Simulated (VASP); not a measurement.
Runs of VASP 6.6.1 on Au. The structure is that of space group P6/mmm (No. 191), or close to it. The cells are those of the table. 

```csv
cell,k mesh,gap on the mesh (eV),pressure (GPa)
"a = 4.863, b = 4.863, c = 2.905 Å, angles 90.0, 90.0, 120.0°, 3 atoms",9 × 9 × 13,none,-8.2
"a = 4.676, b = 4.676, c = 2.793 Å, angles 90.0, 90.0, 120.0°, 3 atoms",9 × 9 × 13,none,(b)
"a = 4.802, b = 4.802, c = 2.869 Å, angles 90.0, 90.0, 120.0°, 3 atoms",9 × 9 × 13,none,-4.8
"a = 4.610, b = 4.610, c = 2.754 Å, angles 90.0, 90.0, 120.0°, 3 atoms",9 × 9 × 13,none,13.7
"a = 4.740, b = 4.740, c = 2.832 Å, angles 90.0, 90.0, 120.0°, 3 atoms",9 × 9 × 13,none,-0.3
"a = 4.542, b = 4.542, c = 2.714 Å, angles 90.0, 90.0, 120.0°, 3 atoms",9 × 9 × 13,none,24.1
"a = 4.740, b = 4.740, c = 2.832 Å, angles 90.0, 90.0, 120.0°, 3 atoms",10 × 10 × 15,none,-0.3
"a = 4.922, b = 4.922, c = 2.941 Å, angles 90.0, 90.0, 120.0°, 3 atoms",9 × 9 × 13,none,(a)
```

Alike in all rows: task single point; level PBE; potentials or basis VASP PAW PBE potentials, release 64 (Au); no spin polarisation; cutoff (eV) 520; smearing fermi-dirac 0.1 eV.

**Question.** Estimate the missing entries.

**Answer.** (a) -10.8; (b) 5.8.

Caveats: spin-orbit coupling is left out, which moves the levels of the heavy elements.

A k mesh can miss the band edges, and the runs leave out spin-orbit coupling on Au.

A gap of «none» marks levels without a gap at the run's occupations.
